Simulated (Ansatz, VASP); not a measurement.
## Two plane-wave programs on NaCl

Contents of INCAR:

```
SYSTEM = NaCl
ALGO = Normal
EDIFF = 1E-6
ENCUT = 520
GGA = PE
ISIF = 2
ISMEAR = 0
LASPH = .TRUE.
LCHARG = .FALSE.
LREAL = .FALSE.
LWAVE = .FALSE.
NBANDS = 14
NELM = 60
PREC = Accurate
SIGMA = 0.02
```

The input KPOINTS:

```
k-points
0
G
  8 8 8
  0 0 0
```

Contents of POSCAR:

```
NaCl
1.0
    3.5021900000      0.0000000000      0.0000000000
    0.0000000000      3.5021900000      0.0000000000
    0.0000000000      0.0000000000      3.5021900000
Cl Na
1 1
Direct
    0.5000000000      0.5000000000      0.5000000000
    0.0000000000      0.0000000000      0.0000000000
```

input.yaml

```yaml
crystal:
  lattice:
    - [3.50219, 0.0, 0.0]
    - [0.0, 3.50219, 0.0]
    - [0.0, 0.0, 3.50219]
  atoms:
    - { symbol: Cl, position: [0.5, 0.5, 0.5] }
    - { symbol: Na, position: [0.0, 0.0, 0.0] }
hamiltonian:
  xc: pbe
  pseudopotentials: { kind: paw }
kpoints:
  mp_grid: { grid: [8, 8, 8] }
scf:
  occupations: { method: gaussian, width: 0.02 }
output:
  forces: true
  stress: true
  eigenvalues: true
  write_density: true
  write_potential: true
  elf: true
  volumetric_format: npy
```

Alike in both runs: task single point; functional PBE; k mesh 8 × 8 × 8; occupations gaussian, width 0.02 eV; no spin polarisation.

```csv
,VASP,Ansatz
version,VASP 6.6.1,Ansatz 0.2.0
potentials or method,"VASP PAW PBE potentials, release 64 (Cl, Na_pv)",Ansatz PAW
plane-wave cutoff (eV),520,420
valence electrons in the cell,14,16
```

```tsv
	VASP	Ansatz	Ansatz less VASP
gap on the k mesh at the Fermi level (eV)	3.98	3.98	0.000
least direct gap on the mesh (eV)	4.47	4.47	0.000
pressure (GPa)	0.1	0.1	+0.05
```

With one functional, cell and mesh, what is left measures potentials, basis and numerics. VASP's potentials hold 14 valence electrons a cell and Ansatz's 16, so a difference there can come from the potentials and not from the codes.
